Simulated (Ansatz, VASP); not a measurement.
## Mo3H: VASP beside Ansatz

```xyz
4
Lattice="0.0000 3.0326 3.0326 3.0326 0.0000 3.0326 3.0326 3.0326 0.0000" Properties=species:S:1:pos:R:3 pbc="T T T"
H     0.0000    0.0000    0.0000
Mo    1.5163    1.5163    1.5163
Mo    4.5490    4.5490    4.5490
Mo    3.0326    3.0326    3.0326
```

Alike in both runs: functional PBE; k mesh 5 × 5 × 5; occupations gaussian, width 0.2 eV; no spin polarisation.

Ansatz relaxed the structure, and its values are those at the end. VASP's run is a single point on that final structure, the one shown.

|  | VASP | Ansatz |
| --- | --- | --- |
| version | VASP 6.6.1 | Ansatz 0.2.0 |
| potentials or method | VASP PAW PBE potentials, release 64 (H, Mo_sv), cutoff 520 eV | scalar-relativistic, plane waves, PAW |
| valence electrons in the cell | 43 | 43 |

VASP gave:

- gap on the k mesh at the Fermi level (eV): none
- pressure (GPa): 0.3

Q: Which values does Ansatz return?

A: gap on the k mesh at the Fermi level (eV): none; pressure (GPa): -0.1.

A gap of «none» marks a metal or a gap that the smearing closes.
